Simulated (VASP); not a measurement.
# W (Pbcm) in VASP: notebook

The runs below take W through single point, with PBEsol.

Program: VASP 6.6.1. These are calculated values, not measurements. Logs are shortened: lines on timing, memory, paths and dates and some standing lists are left out, and cuts for length are marked.

## 1. The cell of the first run

It takes space group Pbcm (No. 57, orthorhombic). Conventional cell: a = 2.833 Å, b = 4.904 Å, c = 4.964 Å, α = 90.00°, β = 90.00°, γ = 90.00°. W (site symmetry m) has 12 W at 2.72 to 3.09 Å within 3.6 Å.

## 2. Single point, PBEsol

File INCAR:

```
  PREC = Accurate
  ENCUT = 520
  EDIFF = 1E-6
  ISMEAR = 0
  SIGMA = 0.1
  LREAL = False
  LASPH = True
  NELM = 60
  ALGO = Normal
  ISIF = 2
  LWAVE = False
  LCHARG = True
  GGA = PS
  LELF = True
  LVHAR = True
  NBANDS = 36
```

File KPOINTS:

```
Automatic mesh
0
Gamma
  8 5 5
```

File POSCAR:

```
W
1.0
    2.8328834002      0.0000000000      0.0000000000
    0.0000000000      4.9040690957      0.0000000000
    0.0000000000      0.0000000000      4.9643885396
W
4
Direct
    0.7931720000      0.5631570000      0.2500000000
    0.2068280000      0.0631570000      0.2500000000
    0.2068280000      0.4368430000      0.7500000000
    0.7931720000      0.9368430000      0.7500000000
```

Potentials or basis: VASP PAW PBE potentials, release 64 (W_sv).

Command:

```sh
> cat potpaw_PBE.64/W_sv/POTCAR > POTCAR
> mpirun -np 1 vasp_std > vasp.out
```

OUTCAR:

```text
PREC = Accurate
   ENCUT = 520
   EDIFF = 1E-6
   ISMEAR = 0
   LREAL = False
   LASPH = True
   NELM = 60
   ISIF = 2
   GGA = PS

 ion  position               nearest neighbor table
   1  0.793  0.563  0.250-   2 2.72   2 2.72   3 2.81   3 2.81   2 2.96   2 2.96   3 3.05   3 3.05
                             4 3.09   4 3.09
   2  0.207  0.063  0.250-   1 2.72   1 2.72   4 2.81   4 2.81   1 2.96   1 2.96   4 3.05   4 3.05
                             3 3.09   3 3.09
   3  0.207  0.437  0.750-   4 2.72   4 2.72   1 2.81   1 2.81   4 2.96   4 2.96   1 3.05   1 3.05
                             2 3.09   2 3.09
   4  0.793  0.937  0.750-   3 2.72   3 2.72   2 2.81   2 2.81   3 2.96   3 2.96   2 3.05   2 3.05
                             1 3.09   1 3.09

  LATTYP: Found a simple orthorhombic cell.
 ALAT       =     2.8328834002
 B/A-ratio  =     1.7311228183
 C/A-ratio  =     1.7524154151

  Lattice vectors:

 A1 = (   2.8328834002,   0.0000000000,   0.0000000000)
 A2 = (   0.0000000000,   4.9040690957,   0.0000000000)
 A3 = (   0.0000000000,   0.0000000000,   4.9643885396)

Analysis of symmetry for initial positions (statically):
=====================================================================
 Subroutine PRICEL returns:
 Original cell was already a primitive cell.

 Routine SETGRP: Setting up the symmetry group for a
 simple orthorhombic supercell.

 Subroutine GETGRP returns: Found  8 space group operations
 (whereof  2 operations were pure point group operations)
 out of a pool of  8 trial point group operations.

The static configuration has the point symmetry S_2 .
 The point group associated with its full space group is D_2h.

Analysis of symmetry for dynamics (positions and initial velocities):
=====================================================================
 Subroutine PRICEL returns:
 Original cell was already a primitive cell.

 Routine SETGRP: Setting up the symmetry group for a
 simple orthorhombic supercell.

 Subroutine GETGRP returns: Found  8 space group operations
 (whereof  2 operations were pure point group operations)
 out of a pool of  8 trial point group operations.

The dynamic configuration has the point symmetry S_2 .
 The point group associated with its full space group is D_2h.

 Subroutine INISYM returns: Found  8 space group operations
 (whereof  2 operations are pure point group operations),
 and found     1 'primitive' translations

----------------------------------------------------------------------------------------

                                     Primitive cell

  volume of cell :      68.9685

  direct lattice vectors                    reciprocal lattice vectors
     2.832883400  0.000000000  0.000000000     0.352997232  0.000000000  0.000000000
     0.000000000  4.904069096  0.000000000     0.000000000  0.203912298  0.000000000
     0.000000000  0.000000000  4.964388540     0.000000000  0.000000000  0.201434677

  length of vectors
     2.832883400  4.904069096  4.964388540     0.352997232  0.203912298  0.201434677

  position of ions in fractional coordinates (direct lattice)
     0.793172000  0.563157000  0.250000000
     0.206828000  0.063157000  0.250000000
     0.206828000  0.436843000  0.750000000
     0.793172000  0.936843000  0.750000000

  ion indices of the primitive-cell ions
   primitive index   ion index
                 1           1
                 2           2
                 3           3
                 4           4

----------------------------------------------------------------------------------------

 KPOINTS: Automatic mesh

Automatic generation of k-mesh.
 Grid dimensions read from file:
 generate k-points for:    8    5    5

 Generating k-lattice:

  Cartesian coordinates                     Fractional coordinates (reciprocal lattice)
     0.044124654  0.000000000  0.000000000     0.125000000  0.000000000  0.000000000
     0.000000000  0.040782460  0.000000000     0.000000000  0.200000000  0.000000000
     0.000000000  0.000000000  0.040286935     0.000000000  0.000000000  0.200000000

  Length of vectors
     0.044124654  0.040782460  0.040286935

  Shift w.r.t. Gamma in fractional coordinates (k-lattice)
     0.000000000  0.000000000  0.000000000

 Subroutine IBZKPT returns following result:
 ===========================================

 Found     45 irreducible k-points:

 Following reciprocal coordinates:
            Coordinates               Weight
  0.000000  0.000000  0.000000      1.000000
  0.125000  0.000000  0.000000      2.000000
  0.250000  0.000000  0.000000      2.000000
  0.375000  0.000000  0.000000      2.000000
  0.500000  0.000000  0.000000      1.000000
  0.000000  0.200000  0.000000      2.000000
[... 16 lines left out ...]
  0.250000  0.200000  0.200000      8.000000
  0.375000  0.200000  0.200000      8.000000
 [... further k-points ...]
   k-points           NKPTS =     45   k-points in BZ     NKDIM =     45   number of bands    NBANDS=     36
   number of dos      NEDOS =    301   number of ions     NIONS =      4
   total plane-waves  NPLWV =  34560
   dimension x,y,z NGX =    24 NGY =   36 NGZ =   40
   dimension x,y,z NGXF=    48 NGYF=   72 NGZF=   80
   ions per type =               4
   NGX,Y,Z   is equivalent  to a cutoff of  14.08, 12.20, 13.40 a.u.
   NGXF,Y,Z  is equivalent  to a cutoff of  28.17, 24.41, 26.79 a.u.
 SYSTEM =  unknown system
   PREC   = accura    normal or accurate (medium, high low for compatibility)
   ISTART =      0    job   : 0-new  1-cont  2-samecut
   ICHARG =      2    charge: 1-file 2-atom 10-const
   ISPIN  =      1    spin polarized calculation?
   LNONCOLLINEAR =      F non collinear calculations
   LSORBIT =      F    spin-orbit coupling
   LASPH  =      T    aspherical Exc in radial PAW
   ENCUT  =  520.0 eV  38.22 Ry    6.18 a.u.   5.27  9.12  9.23*2*pi/ulx,y,z
   NELM   =     60;   NELMIN=  2; NELMDL= -5     # of ELM steps
   EDIFF  = 0.1E-05   stopping-criterion for ELM
   LREAL  =      F    real-space projection
   EDIFFG = 0.1E-04   stopping-criterion for IOM
   NSW    =      0    number of steps for IOM
   IBRION =     -1    ionic relax: 0-MD 1-quasi-New 2-CG
   NFREE  =      0    steps in history (QN), initial steepest desc. (CG)
   ISIF   =      2    stress and relaxation
   ISYM   =      2    0-nonsym 1-usesym 2-fastsym
   POTIM  = 0.5000    time-step for ionic-motion
   TEBEG  =    0.0;   TEEND  =   0.0 temperature during run
   PSTRESS=    0.0 pullay stress
   NELECT =      56.0000    total number of electrons
   NUPDOWN=      -1.0000    fix difference up-down
   EMIN   =  10.00;   EMAX   =-10.00  energy-range for DOS
   EFERMI =   0.00;   METHOD = LEGACY
   ISMEAR =     0;   SIGMA  =   0.10  broadening in eV -4-tet -1-fermi 0-gaus
   EFERMI_NEDOS =   21; number of points for ismear=-14 and -15
   IALGO  =     38    algorithm
   IMIX   =      4    mixing-type and parameters
     AMIX     =   0.40;   BMIX     =  1.00
     AMIX_MAG =   1.60;   BMIX_MAG =  1.00
  volume/ion in A,a.u.               =      17.24       116.36
  Fermi-wavevector in a.u.,A,eV,Ry     =   1.527286  2.886153 31.737002  2.332604
  Thomas-Fermi vector in A             =   2.635203
   LORBIT       =      0    0 simple, 1 ext, 2 COOP (PROOUT), +10 PAW based schemes
   GGA     = PS    functional components
   LHFCALC =     F    Hartree Fock is set to
   AEXX    =    0.0000 exact exchange contribution
   IVDW    =     0    specifies the selected vdW correction
   LEPSILON=     F    determine dielectric tensor
   LRPA    =     F    only Hartree local field effects (RPA)
 non-spin polarized calculation
 Gauss-broadening in eV      SIGMA  =   0.10
  energy-cutoff  :      520.00
  volume of cell :       68.97
 maximum number of plane-waves:      1872
 NGX is ok and might be reduce to    24
   NGX = 11   NGY = 19   NGZ = 19

 number of electron      55.9999999 magnetization

 Free energy of the ion-electron system (eV)
  ---------------------------------------------------
  ext. energy  EPLUGINS =         0.00000000
  ---------------------------------------------------
  free energy    TOTEN  =       -52.94177650 eV

  energy without entropy =      -52.92173531  energy(sigma->0) =      -52.93175591

 E-fermi :   9.8101     XC(G=0): -13.2615

 val. band max:        9.8019964660   @ k =   0.0000   0.4000   0.2000
 cond. band min:       9.8170050306   @ k =   0.5000   0.2000   0.0000
 fundamental gap:      0.0150085646
 Fermi energy:         9.8101357501

 k-point     1 :       0.0000    0.0000    0.0000
  band No.  band energies     occupation
      1     -64.0478      2.00000
      2     -63.9791      2.00000
      3     -63.9492      2.00000
      4     -63.9056      2.00000
      5     -28.7581      2.00000
      6     -28.7138      2.00000
[... 28 lines left out ...]
     35      13.7815      0.00000
     36      14.1568      0.00000

 k-point     2 :       0.1250    0.0000    0.0000
  band No.  band energies     occupation
      1     -64.0382      2.00000
      2     -63.9727      2.00000
      3     -63.9444      2.00000
      4     -63.9041      2.00000
      5     -28.7186      2.00000
      6     -28.6789      2.00000
[... 28 lines left out ...]
     35      13.1407      0.00000
     36      13.6443      0.00000

 k-point     3 :       0.2500    0.0000    0.0000
  band No.  band energies     occupation
      1     -64.0138      2.00000
      2     -63.9570      2.00000
      3     -63.9331      2.00000
      4     -63.9014      2.00000
      5     -28.6139      2.00000
      6     -28.5859      2.00000
[... 28 lines left out ...]
     35      12.8063      0.00000
     36      13.4568      0.00000

 k-point     4 :       0.3750    0.0000    0.0000
  band No.  band energies     occupation
      1     -63.9865      2.00000
      2     -63.9408      2.00000
      3     -63.9222      2.00000
      4     -63.9015      2.00000
      5     -28.4979      2.00000
      6     -28.4717      2.00000
[... 28 lines left out ...]
     35      13.1316      0.00000
     36      13.4311      0.00000

 k-point     5 :       0.5000    0.0000    0.0000
  band No.  band energies     occupation
      1     -63.9737      2.00000
      2     -63.9338      2.00000
      3     -63.9180      2.00000
      4     -63.9031      2.00000
      5     -28.4869      2.00000
      6     -28.4538      2.00000
[... 655 lines left out ...]
 k-point    22 :       0.1250    0.2000    0.2000
  band No.  band energies     occupation
      1     -64.0235      2.00000
      2     -63.9721      2.00000
      3     -63.9496      2.00000
      4     -63.9145      2.00000
      5     -28.6503      2.00000
      6     -28.5854      2.00000
[... 28 lines left out ...]
     35      12.7959      0.00000
     36      13.6657      0.00000

 k-point    23 :       0.2500    0.2000    0.2000
  band No.  band energies     occupation
      1     -64.0011      2.00000
      2     -63.9568      2.00000
      3     -63.9379      2.00000
      4     -63.9097      2.00000
      5     -28.5815      2.00000
      6     -28.5245      2.00000
[... 28 lines left out ...]
     35      12.3222      0.00000
     36      13.6737      0.00000

 k-point    24 :       0.3750    0.2000    0.2000
  band No.  band energies     occupation
      1     -63.9765      2.00000
      2     -63.9410      2.00000
      3     -63.9266      2.00000
      4     -63.9070      2.00000
      5     -28.5939      2.00000
      6     -28.5437      2.00000
[... 28 lines left out ...]
     35      13.5012      0.00000
     36      13.9321      0.00000

 [... further k-points ...]

------------------------ aborting loop because EDIFF is reached ----------------------------------------

  FORCE on cell =-STRESS in cart. coord.  units (eV):
  Direction    XX          YY          ZZ          XY          YZ          ZX
  --------------------------------------------------------------------------------------
  -------------------------------------------------------------------------------------
  Total       -7.7813947     -6.7334435     -6.5236670      0.0000000      0.0000000      0.0000000
  in kB     -180.7660976   -156.4216129   -151.5483884      0.0000000      0.0000000      0.0000000
  external PRESSURE =    -162.9120329 kB  Pullay stress =       0.0000000 kB

 VOLUME and BASIS-vectors are now :
 -----------------------------------------------------------------------------
  energy-cutoff  :      520.00
  volume of cell :       68.97
      direct lattice vectors                 reciprocal lattice vectors
     2.832883400  0.000000000  0.000000000     0.352997232  0.000000000  0.000000000
     0.000000000  4.904069096  0.000000000     0.000000000  0.203912298  0.000000000
     0.000000000  0.000000000  4.964388540     0.000000000  0.000000000  0.201434677

 POSITION                                       TOTAL-FORCE (eV/Angst)
 -----------------------------------------------------------------------------------
      2.24696      2.76176      1.24110         0.092925     -0.039186      0.000000
      0.58592      0.30973      1.24110        -0.092925     -0.039186      0.000000
      0.58592      2.14231      3.72329        -0.092925      0.039186      0.000000
      2.24696      4.59434      3.72329         0.092925      0.039186      0.000000
 -----------------------------------------------------------------------------------
    total drift:                                0.000000      0.000000     -0.000000

  FREE ENERGIE OF THE ION-ELECTRON SYSTEM (eV)
  ---------------------------------------------------
  free  energy   TOTEN  =       -52.9417765029 eV

  energy  without entropy=      -52.9217353084  energy(sigma->0) =      -52.93175591
```

Run time: 59 s. Hardware: 1 thread of AMD EPYC 9R45 (Zen 5), shared host; peak memory 0.19 GiB.

What came out:

```yaml
Free_energy: -52.9418 eV
Pressure: -16.3 GPa
Largest_force: 0.101 eV/Å
Band_gap_on_the_k_mesh: zero (band 28 reaches 10.74 eV, above the bottom of band 29 at 9.51 eV)
```

Forces on the atoms (eV/Å):
```
W    0.093 -0.039  0.000
W   -0.093 -0.039  0.000
W   -0.093  0.039  0.000
W    0.093  0.039  0.000
```

Caveat: the PAW data sets were made with another functional, which shifts forces and pressure a little; spin-orbit coupling is left out, which moves the levels of the heavy elements.

## 3. Single point, PBEsol

This run uses another cell than the first one, of 17.66 Å³/atom, 1.024 times its volume.

File INCAR:

```
PREC     = Accurate       # precision mode
ENCUT    = 520            # plane-wave cutoff, eV
EDIFF    = 1E-7           # SCF threshold, eV
ISMEAR   = 0              # smearing method
SIGMA    = 0.1            # smearing width, eV
LREAL    = F              # projectors in reciprocal space
LASPH    = T              # aspherical terms in the spheres
NELM     = 60             # most SCF steps
ALGO     = Normal         # electronic algorithm
ISIF     = 2              # what is computed and relaxed
LWAVE    = F              # write WAVECAR
LCHARG   = F              # write CHGCAR
GGA      = PS             # functional
NBANDS   = 36             # bands
```

File KPOINTS:

```
regular mesh
0
Gamma
  8 5 5
```

File POSCAR:

```
W
1.0
    2.8557302207      0.0000000000      0.0000000000
    0.0000000000      4.9436197480      0.0000000000
    0.0000000000      0.0000000000      5.0044256601
W
4
Direct
    0.7931720000      0.5631570000      0.2500000000
    0.2068280000      0.0631570000      0.2500000000
    0.2068280000      0.4368430000      0.7500000000
    0.7931720000      0.9368430000      0.7500000000
```

Potentials or basis: VASP PAW PBE potentials, release 64 (W_sv).

Command:

```sh
> cat potpaw_PBE.64/W_sv/POTCAR > POTCAR
> mpirun -np 1 vasp_std > vasp.out
```

Wall time 66 s (1 thread of AMD EPYC 9R45 (Zen 5), shared host); peak memory 0.2 GiB.

It converged, with:

```yaml
Free_energy: -52.7437 eV
Pressure: -21.5 GPa
Largest_force: 0.197 eV/Å
Band_gap_on_the_k_mesh: zero (band 28 reaches 10.37 eV, above the bottom of band 29 at 9.20 eV)
```

Forces on the atoms (eV/Å):
```
W    0.191 -0.046  0.000
W   -0.191 -0.046  0.000
W   -0.191  0.046  0.000
W    0.191  0.046  0.000
```

Stress tensor (GPa, compression positive):
```
-23.51   0.00   0.00
  0.00 -21.03   0.00
  0.00   0.00 -19.89
```

Levels at points of the mesh, in eV from the Fermi level:
```tsv
k point	band 26	band 27	band 28	band 29	band 30	band 31
(0.00, 0.00, 0.00)	-0.35	-0.33	-0.31	-0.29	-0.17	0.53
(0.50, 0.00, 0.00)	-1.61	-1.18	-1.02	0.13	0.18	0.52
```

Caveat: the PAW data sets were made with another functional, which shifts forces and pressure a little; spin-orbit coupling is left out, which moves the levels of the heavy elements.

(Part 1 of 2 ends here.)
